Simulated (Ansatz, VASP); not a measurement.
Si5PdW in VASP and in Ansatz

INCAR

```
SYSTEM = Si5PdW
  PREC = Accurate
  ENCUT = 600
  EDIFF = 1E-7
  ISMEAR = 0
  SIGMA = 0.2
  LREAL = .False.
  LASPH = .True.
  NELM = 100
  ALGO = Normal
  ISIF = 3
  LWAVE = .False.
  LCHARG = .False.
  GGA = PE
  IBRION = 2
  NSW = 36
  EDIFFG = -0.08
```

File KPOINTS:

```
regular mesh
0
Gamma
  4 4 3
  0 0 0
```

POSCAR

```
Si5PdW
1.0
    3.7873894700      0.0000000000      0.0000000000
    0.0000000000      3.7873894700      0.0000000000
    0.0000000000      0.0000000000      6.5573415000
Si Pd W
5 1 1
Direct
    0.5000000000      0.0000000000      0.8144789900
    0.5000000000      0.0000000000      0.1855210100
    0.0000000000      0.5000000000      0.8144789900
    0.0000000000      0.5000000000      0.1855210100
    0.0000000000      0.0000000000      0.5000000000
    0.0000000000      0.0000000000      0.0000000000
    0.5000000000      0.5000000000      0.5000000000
```

Input for Ansatz:

```yaml
crystal:
  lattice:
    - [3.78738947, 0.0, 0.0]
    - [0.0, 3.78738947, 0.0]
    - [0.0, 0.0, 6.5573415]
  atoms:
    - { symbol: Si, position: [0.5, 0.0, 0.81447899] }
    - { symbol: Si, position: [0.5, 0.0, 0.18552101] }
    - { symbol: Si, position: [0.0, 0.5, 0.81447899] }
    - { symbol: Si, position: [0.0, 0.5, 0.18552101] }
    - { symbol: Si, position: [0.0, 0.0, 0.5] }
    - { symbol: Pd, position: [0.0, 0.0, 0.0] }
    - { symbol: W, position: [0.5, 0.5, 0.5] }
basis:
  ecutwfc: 420
kpoints:
  mp_grid: { grid: [4, 4, 3] }
hamiltonian:
  xc: pbe
scf:
  occupations: { method: gaussian, width: 0.2 }
  lower_state_search: "off"
output:
  forces: true
  stress: true
  eigenvalues: true
relax:
  adjacent_minimum: "off"
  f_tol: 0.08
  max_steps: 16
  cell: { stress_tol: 0.8 }
```

Change from the starting cell: species swapped into the BaYF5 type (P4/mmm, No. 123).

Alike in both runs: task relaxation of cell and atoms; functional PBE; k mesh 4 × 4 × 3; occupations gaussian, width 0.2 eV; no spin polarisation.

```csv
,VASP,Ansatz
version,VASP 6.6.1,Ansatz 0.2.0
potentials or method,"VASP PAW PBE potentials, release 64 (Si, Pd, W_sv), cutoff 600 eV","scalar-relativistic, plane waves, PAW"
valence electrons in the cell,44,52
```

|  | VASP | Ansatz | Ansatz less VASP |
| --- | --- | --- | --- |
| gap on the k mesh at the Fermi level, each at its own relaxed structure (eV) | none | none | - |
| relaxed volume (Å³/atom) | 15.04 | 15.00 | -0.048 |
| relaxed length of the cell vector where the two differ most in proportion (Å) | 7.115 | 7.170 | +0.0542 |

A gap of «none» marks a metal or a gap that the smearing closes. VASP's potentials hold 44 valence electrons a cell and Ansatz's 52, so a difference there can come from the potentials and not from the codes.

The k mesh is coarse, so the values compare programs but aren't converged. Spin-orbit coupling is off throughout.
